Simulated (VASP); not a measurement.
## SiGe: single point with r2SCAN

SiGe:

```
Si Ge
1.0
     4.00227    0.00000    0.00000
     0.00000    4.00768    0.00000
     0.00000    0.00000    5.64545
Si Ge
2 2
Direct
  0.75000 0.00000 0.87999
  0.25000 0.00000 0.12001
  0.25000 0.50000 0.36938
  0.75000 0.50000 0.63062
```

This cell differs from its parent crystal: volume changed by +6%.

```
Program                : VASP 6.6.1
Task                   : single point
Functional             : r2SCAN
Potentials or basis    : VASP PAW PBE potentials, release 64 (Si, Ge_d)
Cutoff                 : 520 eV
k mesh                 : 6 × 6 × 4
Occupations            : gaussian, width 0.01 eV
Spin                   : no spin polarisation
Dipole correction      : no
Further INCAR settings : ALGO = Normal; EDIFF = 1e-06; NBANDS = 26
```

```json
{
 "Pressure": "-4.4 GPa",
 "Largest force": "0.028 eV/Å",
 "Band gap on the k mesh": "0.45 eV, indirect (least direct gap 0.84 eV)"
}
```

Forces on the atoms (eV/Å):
```
Si   0.000  0.000  0.028
Si   0.000  0.000 -0.028
Ge   0.000  0.000 -0.007
Ge   0.000  0.000  0.007
```

Levels at points of the mesh, in eV from the valence-band top:
```tsv
k point	band 16	band 17	band 18	band 19	band 20	band 21
(0.00, 0.00, 0.00)	-0.08	-0.06	0.00	0.84	1.05	1.53
(0.50, 0.00, 0.00)	-3.73	-1.49	-1.49	2.37	2.37	4.79
(0.00, 0.50, 0.00)	-3.67	-1.77	-1.18	2.08	2.68	4.75
(0.50, 0.50, 0.00)	-3.04	-2.90	-2.90	0.70	0.70	1.34
(0.00, 0.00, 0.50)	-2.05	-1.97	-1.71	0.99	1.48	3.17
(0.50, 0.00, 0.50)	-1.38	-1.33	-1.33	0.89	0.89	3.70
(0.00, 0.50, 0.50)	-1.38	-1.30	-1.01	0.45	1.35	3.37
(0.50, 0.50, 0.50)	-3.84	-3.79	-3.79	4.53	4.53	4.76
```

Run time: 2.1 min on 1 thread of Intel(R) Xeon(R) 6975P-C (Granite Rapids), with other jobs on the host, peak memory 0.25 GiB.

Caveat: the PAW data sets were made with another functional, which shifts forces and pressure a little. A k mesh can miss the band edges.
